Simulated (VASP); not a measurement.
A run of VASP 6.6.1:

Contents of INCAR:

```
SYSTEM = HgS
ALGO     = Normal         ! electronic algorithm
EDIFF    = 1E-6           ! SCF threshold, eV
ENCUT    = 500            ! plane-wave cutoff, eV
GGA      = RP             ! functional
GGA_COMPAT= .False.      
ISIF     = 2              ! what is computed and relaxed
ISMEAR   = 0              ! smearing method
LASPH    = .True.         ! aspherical terms in the spheres
LCHARG   = .True.         ! write CHGCAR
LELF     = .True.         ! ELF
LREAL    = .False.        ! projectors in reciprocal space
LVHAR    = .True.       
LWAVE    = .False.        ! write WAVECAR
NBANDS   = 16             ! bands
NELM     = 120            ! most SCF steps
PREC     = Accurate       ! precision mode
SIGMA    = 0.05           ! smearing width, eV
```

KPOINTS

```
k-points
0
Gamma
  8 8 8
  0 0 0
```

POSCAR

```
HgS
1.0
    0.0000000000      3.0383115951      3.0383115951
    3.0383115951      0.0000000000      3.0383115951
    3.0383115951      3.0383115951      0.0000000000
Hg S
1 1
Direct
    0.0000000000      0.0000000000      0.0000000000
    0.7500000000      0.7500000000      0.7500000000
```

Potentials or basis: VASP PAW PBE potentials, release 64 (Hg, S).

Command:

```bash
$ cat potpaw_PBE.64/Hg/POTCAR potpaw_PBE.64/S/POTCAR > POTCAR
$ mpirun -np 1 vasp_std > vasp.out
```

Hardware: 1 thread of Intel Xeon 8259CL, with other jobs on the host.

Task: How long does it take, and how much memory?

Result: Run time: 40 s on 1 thread of Intel Xeon 8259CL, on a shared host, peak memory 0.18 GiB. Counts: scf iterations 14, k points 29.
